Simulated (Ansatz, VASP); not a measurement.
# Ta: VASP beside Ansatz

File INCAR:

```
ALGO = Fast ; EDIFF = 1E-7
EDIFFG = -0.01 ; ENCUT = 600
GGA = PE ; IBRION = 2
ISIF = 3 ; ISMEAR = 0
LASPH = T ; LCHARG = F
LREAL = F ; LWAVE = F
NELM = 100 ; NSW = 100
PREC = Accurate ; SIGMA = 0.1
```

Contents of KPOINTS:

```
k-points
0
Gamma
  26 26 26
```

POSCAR

```
Ta
1.0
   -1.4676319029      1.4676319029      2.2327878402
    1.4676319029     -1.4676319029      2.2327878402
    1.4676319029      1.4676319029     -2.2327878402
Ta
1
Direct
    0.0000000000      0.0000000000      0.0000000000
```

Input for Ansatz:

```yaml
crystal:
  lattice:
    - [-1.4676319029, 1.4676319029, 2.2327878402]
    - [1.4676319029, -1.4676319029, 2.2327878402]
    - [1.4676319029, 1.4676319029, -2.2327878402]
  atoms:
    - { symbol: Ta, position: [0.0, 0.0, 0.0] }
basis:
  ecutwfc: 420
kpoints:
  mp_grid: { grid: [26, 26, 26] }
hamiltonian:
  xc: pbe
scf:
  occupations: { method: gaussian, width: 0.1 }
output:
  forces: true
  stress: true
  eigenvalues: true
relax:
  adjacent_minimum: "off"
  f_tol: 0.01
  max_steps: 80
  cell: { stress_tol: 0.05 }
```

Alike in both runs: task relaxation of cell and atoms; functional PBE; k mesh 26 × 26 × 26; occupations gaussian, width 0.1 eV; no spin polarisation.

```csv
,VASP,Ansatz
version,VASP 6.6.1,Ansatz 0.2.0
potentials or method,"VASP PAW PBE potentials, release 64 (Ta_pv), cutoff 600 eV","scalar-relativistic, plane waves, PAW"
valence electrons in the cell,11,13
```

Ansatz gave:

| Property | Result |
| --- | --- |
| gap on the k mesh at the Fermi level, each at its own relaxed structure (eV) | none |
| relaxed volume (Å³/atom) | 18.60 |
| relaxed length of the cell vector where the two differ most in proportion (Å) | 3.097 |

Task: Which values does VASP return?

Result: gap on the k mesh at the Fermi level, each at its own relaxed structure (eV): none; relaxed volume (Å³/atom): 18.61; relaxed length of the cell vector where the two differ most in proportion (Å): 3.098.

A gap of «none» marks a metal or a gap that the smearing closes. VASP's potentials hold 11 valence electrons a cell and Ansatz's 13, so a difference there can come from the potentials and not from the codes.

Spin-orbit coupling is off throughout.
